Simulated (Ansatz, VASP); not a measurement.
**AlH4 in VASP and in Ansatz**

```xyz
5
Lattice="3.0519 0.0000 0.0000 0.0000 3.0519 0.0000 0.0000 0.0000 6.0921" Properties=species:S:1:pos:R:3 pbc="T T T"
Al    1.5259    1.5259    0.0000
H     2.0172    2.0172    3.0461
H     1.0347    1.0347    3.0461
H     1.0347    2.0172    3.0461
H     2.0172    1.0347    3.0461
```

Alike in both runs: task relaxation of cell and atoms; functional PBE; k mesh 6 × 6 × 4; occupations gaussian, width 0.1 eV; no spin polarisation.

```csv
,VASP,Ansatz
version,VASP 6.6.1,Ansatz 0.2.0
potentials or method,"VASP PAW PBE potentials, release 64 (Al, H), cutoff 600 eV","scalar-relativistic, plane waves, PAW"
valence electrons in the cell,7,7
```

Ansatz gave:

```
gap on the k mesh at the Fermi level, each at its own relaxed structure (eV)  : none
relaxed volume (Å³/atom)                                                      : 8.69
relaxed length of the cell vector where the two differ most in proportion (Å) : 6.561
```

What did VASP give for the same quantities?

gap on the k mesh at the Fermi level, each at its own relaxed structure (eV): none; relaxed volume (Å³/atom): 8.58; relaxed length of the cell vector where the two differ most in proportion (Å): 6.492.

A gap of «none» marks a metal or a gap that the smearing closes.

Noted on VASP's run: the volume moved by over 15 % at a fixed basis, so the end points are rough.
